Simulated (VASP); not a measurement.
# Ba (P6_3/mmc) in VASP: notebook

Runs on Ba. Level: PBE. Tasks: single point.

Everything below comes from runs of VASP 6.6.1. Logs are shortened: lines on timing, memory, paths and dates and some standing lists are left out, and cuts for length are marked.

## Step 1: The cell of the first run

It takes space group P6_3/mmc (No. 194, hexagonal). The conventional cell has a = 4.492 Å, b = 4.492 Å, c = 14.671 Å, α = 90.00°, β = 90.00°, γ = 120.00°. Within 5.9 Å of Ba (site symmetry -3m) lie 12 Ba at 4.49 Å. Within 5.9 Å of Ba (site symmetry -6m2) lie 12 Ba at 4.49 Å.

This isn't the form of Ba at room conditions, which is bcc.

## Step 2: Single point, PBE (64.10 Å³/atom)

INCAR

```
  PREC = Accurate
  ENCUT = 520
  EDIFF = 1E-7
  ISMEAR = -1
  SIGMA = 0.1
  LREAL = False
  LASPH = True
  NELM = 100
  ALGO = Normal
  ISIF = 2
  LWAVE = False
  LCHARG = False
  GGA = PE
  NBANDS = 28
```

KPOINTS

```
Automatic mesh
0
Gamma
  9 9 3
```

POSCAR

```
Ba
1.0
    4.4921103160      0.0000000000      0.0000000000
   -2.2460551580      3.8902816502      0.0000000000
    0.0000000000      0.0000000000     14.6712345366
Ba
4
Direct
    0.0000000000      1.0000000000      0.0000000000
    0.0000000000      1.0000000000      0.5000000000
    0.3333333333      0.6666666667      0.2500000000
    0.6666666667      0.3333333333      0.7500000000
```

Potentials or basis: VASP PAW PBE potentials, release 64 (Ba_sv).

Command:

```sh
> cat potpaw_PBE.64/Ba_sv/POTCAR > POTCAR
> mpirun -np 1 vasp_std > vasp.out
```

OUTCAR:

```text
PREC = Accurate
   ENCUT = 520
   EDIFF = 1E-7
   ISMEAR = -1
   LREAL = False
   LASPH = True
   NELM = 100
   ISIF = 2
   GGA = PE

 ion  position               nearest neighbor table
   1  0.000  0.000  0.000-   3 4.49   4 4.49   3 4.49   4 4.49   4 4.49   3 4.49
   2  0.000  0.000  0.500-   3 4.49   4 4.49   3 4.49   4 4.49   4 4.49   3 4.49
   3  0.333  0.667  0.250-   1 4.49   2 4.49   1 4.49   2 4.49   1 4.49   2 4.49
   4  0.667  0.333  0.750-   1 4.49   2 4.49   1 4.49   2 4.49   1 4.49   2 4.49

  LATTYP: Found a hexagonal cell.
 ALAT       =     4.4921103160
 C/A-ratio  =     3.2660004997

  Lattice vectors:

 A1 = (   4.4921103160,   0.0000000000,   0.0000000000)
 A2 = (  -2.2460551580,   3.8902816502,   0.0000000000)
 A3 = (   0.0000000000,   0.0000000000,  14.6712345366)

Analysis of symmetry for initial positions (statically):
=====================================================================
 Subroutine PRICEL returns:
 Original cell was already a primitive cell.

 Routine SETGRP: Setting up the symmetry group for a
 hexagonal supercell.

 Subroutine GETGRP returns: Found 24 space group operations
 (whereof 12 operations were pure point group operations)
 out of a pool of 24 trial point group operations.

The static configuration has the point symmetry D_3d.
 The point group associated with its full space group is D_6h.

Analysis of symmetry for dynamics (positions and initial velocities):
=====================================================================
 Subroutine PRICEL returns:
 Original cell was already a primitive cell.

 Routine SETGRP: Setting up the symmetry group for a
 hexagonal supercell.

 Subroutine GETGRP returns: Found 24 space group operations
 (whereof 12 operations were pure point group operations)
 out of a pool of 24 trial point group operations.

The dynamic configuration has the point symmetry D_3d.
 The point group associated with its full space group is D_6h.

 Subroutine INISYM returns: Found 24 space group operations
 (whereof 12 operations are pure point group operations),
 and found     1 'primitive' translations

----------------------------------------------------------------------------------------

                                     Primitive cell

  volume of cell :     256.3882

  direct lattice vectors                    reciprocal lattice vectors
     4.492110316  0.000000000  0.000000000     0.222612521  0.128525399  0.000000000
    -2.246055158  3.890281650  0.000000000     0.000000000  0.257050797  0.000000000
     0.000000000  0.000000000 14.671234537     0.000000000  0.000000000  0.068160590

  length of vectors
     4.492110316  4.492110316 14.671234537     0.257050797  0.257050797  0.068160590

  position of ions in fractional coordinates (direct lattice)
     0.000000000  0.000000000  0.000000000
     0.000000000  0.000000000  0.500000000
     0.333333333  0.666666667  0.250000000
     0.666666667  0.333333333  0.750000000

  ion indices of the primitive-cell ions
   primitive index   ion index
                 1           1
                 2           2
                 3           3
                 4           4

----------------------------------------------------------------------------------------

 KPOINTS: Automatic mesh

Automatic generation of k-mesh.
 Grid dimensions read from file:
 generate k-points for:    9    9    3

 Generating k-lattice:

  Cartesian coordinates                     Fractional coordinates (reciprocal lattice)
     0.024734725  0.014280600  0.000000000     0.111111111  0.000000000  0.000000000
     0.000000000  0.028561200  0.000000000     0.000000000  0.111111111  0.000000000
     0.000000000  0.000000000  0.022720197     0.000000000  0.000000000  0.333333333

  Length of vectors
     0.028561200  0.028561200  0.022720197

  Shift w.r.t. Gamma in fractional coordinates (k-lattice)
     0.000000000  0.000000000  0.000000000

 Subroutine IBZKPT returns following result:
 ===========================================

 Found     24 irreducible k-points:

 Following reciprocal coordinates:
            Coordinates               Weight
  0.000000  0.000000  0.000000      1.000000
  0.111111 -0.000000  0.000000      6.000000
  0.222222  0.000000  0.000000      6.000000
  0.333333  0.000000  0.000000      6.000000
  0.444444  0.000000  0.000000      6.000000
  0.111111  0.111111  0.000000      6.000000
[... 16 lines left out ...]
  0.333333  0.222222  0.333333     24.000000
  0.333333  0.333333  0.333333      4.000000
   k-points           NKPTS =     24   k-points in BZ     NKDIM =     24   number of bands    NBANDS=     28
   number of dos      NEDOS =    301   number of ions     NIONS =      4
   total plane-waves  NPLWV = 145152
   dimension x,y,z NGX =    36 NGY =   36 NGZ =  112
   dimension x,y,z NGXF=    72 NGYF=   72 NGZF=  224
   ions per type =               4
   NGX,Y,Z   is equivalent  to a cutoff of  13.32, 13.32, 12.69 a.u.
   NGXF,Y,Z  is equivalent  to a cutoff of  26.65, 26.65, 25.38 a.u.
 SYSTEM =  unknown system
   PREC   = accura    normal or accurate (medium, high low for compatibility)
   ISTART =      0    job   : 0-new  1-cont  2-samecut
   ICHARG =      2    charge: 1-file 2-atom 10-const
   ISPIN  =      1    spin polarized calculation?
   LNONCOLLINEAR =      F non collinear calculations
   LSORBIT =      F    spin-orbit coupling
   LASPH  =      T    aspherical Exc in radial PAW
   ENCUT  =  520.0 eV  38.22 Ry    6.18 a.u.   8.35  8.35 27.28*2*pi/ulx,y,z
   NELM   =    100;   NELMIN=  2; NELMDL= -5     # of ELM steps
   EDIFF  = 0.1E-06   stopping-criterion for ELM
   LREAL  =      F    real-space projection
   EDIFFG = 0.1E-05   stopping-criterion for IOM
   NSW    =      0    number of steps for IOM
   IBRION =     -1    ionic relax: 0-MD 1-quasi-New 2-CG
   NFREE  =      0    steps in history (QN), initial steepest desc. (CG)
   ISIF   =      2    stress and relaxation
   ISYM   =      2    0-nonsym 1-usesym 2-fastsym
   POTIM  = 0.5000    time-step for ionic-motion
   TEBEG  =    0.0;   TEEND  =   0.0 temperature during run
   PSTRESS=    0.0 pullay stress
   NELECT =      40.0000    total number of electrons
   NUPDOWN=      -1.0000    fix difference up-down
   EMIN   =  10.00;   EMAX   =-10.00  energy-range for DOS
   EFERMI =   0.00;   METHOD = LEGACY
   ISMEAR =    -1;   SIGMA  =   0.10  broadening in eV -4-tet -1-fermi 0-gaus
   EFERMI_NEDOS =   21; number of points for ismear=-14 and -15
   IALGO  =     38    algorithm
   IMIX   =      4    mixing-type and parameters
     AMIX     =   0.40;   BMIX     =  1.00
     AMIX_MAG =   1.60;   BMIX_MAG =  1.00
  volume/ion in A,a.u.               =      64.10       432.55
  Fermi-wavevector in a.u.,A,eV,Ry     =   0.881310  1.665435 10.567749  0.776708
  Thomas-Fermi vector in A             =   2.001789
   LORBIT       =      0    0 simple, 1 ext, 2 COOP (PROOUT), +10 PAW based schemes
   GGA     = PE    functional components
   LHFCALC =     F    Hartree Fock is set to
   AEXX    =    0.0000 exact exchange contribution
   IVDW    =     0    specifies the selected vdW correction
   LEPSILON=     F    determine dielectric tensor
   LRPA    =     F    only Hartree local field effects (RPA)
 non-spin polarized calculation
  energy-cutoff  :      520.00
  volume of cell :      256.39
 maximum number of plane-waves:      6960
 NGX is ok and might be reduce to    36
   NGX = 17   NGY = 17   NGZ = 55

 number of electron      40.0000001 magnetization

 Free energy of the ion-electron system (eV)
  ---------------------------------------------------
  ext. energy  EPLUGINS =         0.00000000
  ---------------------------------------------------
  free energy    TOTEN  =        -7.67690003 eV

  energy without entropy =       -7.44463569  energy(sigma->0) =       -7.56076786

 E-fermi :   1.6286     XC(G=0):  -7.3519

 val. band max:        1.6271136931   @ k =   0.2222   0.2222   0.0000
 cond. band min:       1.6338627062   @ k =   0.3333   0.3333   0.3333
 fundamental gap:      0.0067490131
 Fermi energy:         1.6286073828

 k-point     1 :       0.0000    0.0000    0.0000
  band No.  band energies     occupation
      1     -27.2970      2.00000
      2     -27.2794      2.00000
      3     -27.2776      2.00000
      4     -27.2598      2.00000
      5     -12.6959      2.00000
      6     -12.4865      2.00000
[... 20 lines left out ...]
     27       3.3207      0.00000
     28       3.4259      0.00000

 k-point     2 :       0.1111   -0.0000    0.0000
  band No.  band energies     occupation
      1     -27.2931      2.00000
      2     -27.2765      2.00000
      3     -27.2747      2.00000
      4     -27.2579      2.00000
      5     -12.6791      2.00000
      6     -12.4920      2.00000
[... 20 lines left out ...]
     27       3.4216      0.00000
     28       3.4486      0.00000

 k-point     3 :       0.2222    0.0000    0.0000
  band No.  band energies     occupation
      1     -27.2831      2.00000
      2     -27.2692      2.00000
      3     -27.2674      2.00000
      4     -27.2535      2.00000
      5     -12.6337      2.00000
      6     -12.5297      2.00000
[... 20 lines left out ...]
     27       3.3968      0.00000
     28       3.5972      0.00000

 k-point     4 :       0.3333    0.0000    0.0000
  band No.  band energies     occupation
      1     -27.2707      2.00000
      2     -27.2608      2.00000
      3     -27.2591      2.00000
      4     -27.2492      2.00000
      5     -12.6198      2.00000
      6     -12.6155      2.00000
[... 578 lines left out ...]
     27       2.8430      0.00001
     28       2.9487      0.00000

 k-point    23 :       0.3333    0.2222    0.3333
  band No.  band energies     occupation
      1     -27.2558      2.00000
      2     -27.2544      2.00000
      3     -27.2498      2.00000
      4     -27.2484      2.00000
      5     -12.6277      2.00000
      6     -12.6239      2.00000
[... 20 lines left out ...]
     27       2.7653      0.00002
     28       2.8097      0.00001

 k-point    24 :       0.3333    0.3333    0.3333
  band No.  band energies     occupation
      1     -27.2515      2.00000
      2     -27.2515      2.00000
      3     -27.2498      2.00000
      4     -27.2498      2.00000
      5     -12.5942      2.00000
      6     -12.5942      2.00000
[... 20 lines left out ...]
     27       2.5798      0.00015
     28       2.6852      0.00005

------------------------ aborting loop because EDIFF is reached ----------------------------------------

  FORCE on cell =-STRESS in cart. coord.  units (eV):
  Direction    XX          YY          ZZ          XY          YZ          ZX
  --------------------------------------------------------------------------------------
  -------------------------------------------------------------------------------------
  Total        0.0970540      0.0970540      0.0961137      0.0000000      0.0000000      0.0000000
  in kB        0.6064929      0.6064929      0.6006174      0.0000000      0.0000000      0.0000000
  external PRESSURE =       0.6045344 kB  Pullay stress =       0.0000000 kB

 VOLUME and BASIS-vectors are now :
 -----------------------------------------------------------------------------
  energy-cutoff  :      520.00
  volume of cell :      256.39
      direct lattice vectors                 reciprocal lattice vectors
     4.492110316  0.000000000  0.000000000     0.222612521  0.128525399  0.000000000
    -2.246055158  3.890281650  0.000000000     0.000000000  0.257050797  0.000000000
     0.000000000  0.000000000 14.671234537     0.000000000  0.000000000  0.068160590

 POSITION                                       TOTAL-FORCE (eV/Angst)
 -----------------------------------------------------------------------------------
      0.00000      0.00000      0.00000         0.000000      0.000000     -0.000000
      0.00000      0.00000      7.33562         0.000000      0.000000     -0.000000
     -0.00000      2.59352      3.66781         0.000000     -0.000000      0.000000
      2.24606      1.29676     11.00343        -0.000000      0.000000     -0.000000
 -----------------------------------------------------------------------------------
    total drift:                               -0.000000      0.000000      0.000000

  FREE ENERGIE OF THE ION-ELECTRON SYSTEM (eV)
  ---------------------------------------------------
  free  energy   TOTEN  =        -7.6769000299 eV

  energy  without entropy=       -7.4446356891  energy(sigma->0) =       -7.56076786
```

It took 2.4 min on 1 thread of AMD EPYC 7R13 (Zen 3), shared host; peak memory 0.39 GiB.

Results:

* Free energy: -7.6769 eV
* Pressure: 0.1 GPa
* Band gap on the k mesh: zero (bands 20 and 21 overlap by 0.12 eV)

Caveat: spin-orbit coupling is left out, which moves the levels of the heavy elements.

## Step 3: Single point, PBE (66.66 Å³/atom)

This run uses another cell than the first one, of 66.66 Å³/atom.

INCAR

```
PREC = Accurate
ENCUT = 520
EDIFF = 1E-6
ISMEAR = -1
SIGMA = 0.1
LREAL = F
LASPH = T
NELM = 80
ALGO = Normal
ISIF = 2
LWAVE = F
LCHARG = T
GGA = PE
LELF = T
LVHAR = T
NBANDS = 28
```

KPOINTS is that of step 2.

POSCAR

```
Ba
1.0
    4.5512238096      0.0000000000      0.0000000000
   -2.2756119048      3.9414754375      0.0000000000
    0.0000000000      0.0000000000     14.8642992364
Ba
4
Direct
    0.0000000000      1.0000000000      0.0000000000
    0.0000000000      1.0000000000      0.5000000000
    0.3333333333      0.6666666667      0.2500000000
    0.6666666667      0.3333333333      0.7500000000
```

Potentials or basis: VASP PAW PBE potentials, release 64 (Ba_sv).

Command:

```sh
> cat potpaw_PBE.64/Ba_sv/POTCAR > POTCAR
> mpirun -np 1 vasp_std > vasp.out
```

It took 2.2 min on 1 thread of AMD EPYC 7R13 (Zen 3), shared host; peak memory 0.4 GiB.

It converged, with:

```
Free energy            : -7.6707 eV
Pressure               : -0.3 GPa
Band gap on the k mesh : zero (bands 20 and 21 overlap by 0.09 eV)
```

Levels at points of the mesh, in eV from the Fermi level:
```tsv
k point	band 18	band 19	band 20	band 21	band 22	band 23
(0.00, 0.00, 0.00)	-1.86	-1.85	-0.94	0.90	0.95	0.98
```

Caveat: spin-orbit coupling is left out, which moves the levels of the heavy elements.

The gap in the log of VASP goes by the Fermi energy; the results here count the filled bands.